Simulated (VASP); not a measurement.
Crystal: Lu.

```
Lu
1.0
     3.19000    0.00000    0.00000
     0.00000    3.19000    0.00000
     0.00000    0.00000    3.19000
Lu
1
Direct
  0.00000 0.00000 0.00000
```

This isn't the form of Lu at room conditions, which is hcp.

```yaml
Program: VASP 6.6.1
Task: relaxation of cell and atoms
Functional: LDA
Potentials_or_basis: VASP PAW PBE potentials, release 64 (Lu)
Cutoff: 600 eV
k_mesh: 15 × 15 × 15
Occupations: fermi-dirac, width 0.1 eV
Spin: no spin polarisation
```

At the start: pressure -3.6 GPa; volume 32.46 Å³/atom.

Question: How do energy, volume and symmetry change on relaxing?

Answer: Over 4 steps the energy falls by 46.8 meV/atom and the volume is 28.64 Å³/atom (-11.8 %); space group Pm-3m (No. 221, to 0.1 Å) before and after.

Step by step:
| step | energy change (eV) | largest force (eV/Å) | pressure (GPa) | volume (Å³) |
| --- | --- | --- | --- | --- |
| 1 | 0.0000 | 0.0000 | -3.61 | 32.46 |
| 2 | -0.0457 | 0.0000 | -0.76 | 29.15 |
| 3 | -0.0466 | 0.0000 | 0.39 | 28.39 |
| 4 | -0.0468 | 0.0000 | -0.07 | 28.64 |

Final structure:
```yaml
crystal:
  lattice:
    - [3.05959, 0.00000, 0.00000]
    - [0.00000, 3.05959, 0.00000]
    - [0.00000, 0.00000, 3.05959]
  atoms:
    - { symbol: Lu, position: [0.00000, 0.00000, 0.00000] }
```

Caveat: the PAW data sets were made with another functional, which shifts forces and pressure a little.
